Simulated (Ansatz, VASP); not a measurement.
## One calculation of CsCl, two programs

```
Cs Cl
1.0
     4.20000    0.00000    0.00000
     0.00000    4.20000    0.00000
     0.00000    0.00000    4.20000
Cs Cl
1 1
Direct
  0.00000 0.00000 0.00000
  0.50000 0.50000 0.50000
```

Alike in both runs: task single point; functional HSE06; k mesh 6 × 6 × 6; occupations fermi-dirac, width 0.02 eV; no spin polarisation.

```csv
,VASP,Ansatz
version,VASP 6.6.1,Ansatz 0.2.0 development build
potentials or method,"VASP PAW PBE potentials, release 64 (Cs_sv, Cl), cutoff 400 eV","plane waves, all-electron PAW datasets generated for the crystal"
```

VASP gave:

```
gap on the k mesh at the Fermi level (eV) : 6.31
```

Problem. Estimate Ansatz's values.

Solution. gap on the k mesh at the Fermi level (eV): 6.32.

Ansatz ran all-electron here, and VASP with PAW potentials.

Spin-orbit coupling is off throughout.
